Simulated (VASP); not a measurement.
# MnO: single point with PBE

MnO:

```
Mn O
1.0
     0.00000    2.26558    2.26558
     2.26558    0.00000    2.26558
     2.26558    2.26558    0.00000
Mn O
1 1
Direct
  0.00000 0.00000 0.00000
  0.50000 0.50000 0.50000
```

This cell differs from its parent crystal: volume scaled by 1.06.

```
Program                : VASP 6.6.1
Task                   : single point
Functional             : PBE
Potentials or basis    : VASP PAW PBE potentials, release 64 (Mn_pv, O)
Cutoff                 : 520 eV
k mesh                 : 10 × 10 × 10
Occupations            : fermi-dirac, width 0.05 eV
Spin                   : collinear spin, ferromagnetic start
Starting moments       : [5.0, 0.0] μB
Dipole correction      : no
Further INCAR settings : ALGO = Normal; EDIFF = 1e-06; NBANDS = 20
```

```yaml
Pressure: -5.9 GPa
Net_moment: 4.89 μB per cell
Site_moments: Mn +4.42; O +0.21 μB
Valence_electrons_inside_the_program's_atomic_spheres: Mn 11.30; O 4.95
```

Levels at points of the mesh, in eV from the Fermi level:
Spin up:
| k point | band 10 | band 11 | band 12 | band 13 | band 14 | band 15 |
| --- | --- | --- | --- | --- | --- | --- |
| (0.00, 0.00, 0.00) | -3.12 | -2.63 | -2.63 | -0.68 | 13.87 | 15.94 |
| (0.50, 0.00, 0.00) | -1.89 | 0.11 | 0.11 | 3.43 | 7.33 | 11.56 |
| (0.50, 0.50, 0.00) | -2.08 | -2.08 | -1.99 | 4.69 | 7.59 | 10.17 |
Spin down:
| k point | band 4 | band 5 | band 6 | band 7 | band 8 | band 9 | band 10 | band 11 |
| --- | --- | --- | --- | --- | --- | --- | --- | --- |
| (0.00, 0.00, 0.00) | -19.28 | -3.03 | -3.03 | -3.03 | 0.67 | 0.95 | 0.95 | 0.95 |
| (0.50, 0.00, 0.00) | -18.44 | -6.82 | -4.40 | -4.40 | 2.02 | 2.07 | 2.07 | 3.58 |
| (0.50, 0.50, 0.00) | -18.45 | -5.93 | -3.95 | -3.95 | -0.49 | 2.05 | 2.16 | 2.46 |

Run time: 30 s on 1 thread of Intel(R) Xeon(R) Platinum 8259CL CPU @ 2.50GHz (Skylake/Cascade Lake), on a shared host, peak memory 0.17 GiB.

Caveat: a cell with one magnetic atom can't hold antiferromagnetic order, which such compounds often take; semilocal functionals often make such compounds metallic where correlation or magnetic order opens a gap, which also shifts bond lengths.
